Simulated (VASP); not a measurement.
Crystal: MgS.

```xyz
8
Lattice="3.6979 0.0000 0.0000 -1.8490 3.2025 0.0000 0.0000 0.0000 12.0775" Properties=species:S:1:pos:R:3 pbc="T T T"
Mg    0.0000    0.0000    0.0000
Mg    0.0000    2.1350    3.0194
Mg    0.0000    0.0000    6.0387
Mg    1.8490    1.0675    9.0581
S     1.8490    1.0675    1.5097
S     1.8490    1.0675    4.5291
S     0.0000    2.1350    7.5484
S     0.0000    2.1350   10.5678
```

| Property | Result |
| --- | --- |
| Program | VASP 6.6.1 |
| Task | relaxation of cell and atoms |
| Functional | PBE |
| Potentials or basis | VASP PAW PBE potentials, release 64 (Mg, S) |
| Cutoff | 600 eV |
| k mesh | 9 × 9 × 3 |
| Occupations | gaussian, width 0.02 eV |
| Spin | no spin polarisation |

At the start: pressure 1.8 GPa; volume 17.88 Å³/atom.

Q: How do energy, volume and symmetry change on relaxing?

A: Over 8 steps the energy falls by 29.1 meV/atom and the volume is 18.18 Å³/atom (+1.7 %); space group P6_3/mmc (No. 194, to 0.1 Å) before and after.

The path:
```csv
step,energy change (eV),largest force (eV/Å),pressure (GPa),volume (Å³)
1,0.0000,0.8448,1.78,143.03
2,-0.2262,0.1062,-0.76,147.07
3,-0.2264,0.0860,-0.83,147.21
4,-0.2323,0.0199,0.08,145.28
5,-0.2323,0.0236,0.03,145.39
6,-0.2323,0.0249,0.01,145.43
7,-0.2324,0.0138,0.00,145.45
8,-0.2325,0.0021,-0.01,145.48
```

Final structure:
```xyz
8
Lattice="3.6558 0.0000 0.0000 -1.8279 3.1660 0.0000 0.0000 0.0000 12.5691" Properties=species:S:1:pos:R:3 pbc="T T T"
Mg    0.0000    0.0000    0.0000
Mg    0.0000    2.1107    3.1423
Mg    0.0000    0.0000    6.2846
Mg    1.8279    1.0553    9.4269
S     1.8279    1.0553    1.5201
S     1.8279    1.0553    4.7645
S     0.0000    2.1107    7.8046
S     0.0000    2.1107   11.0491
```
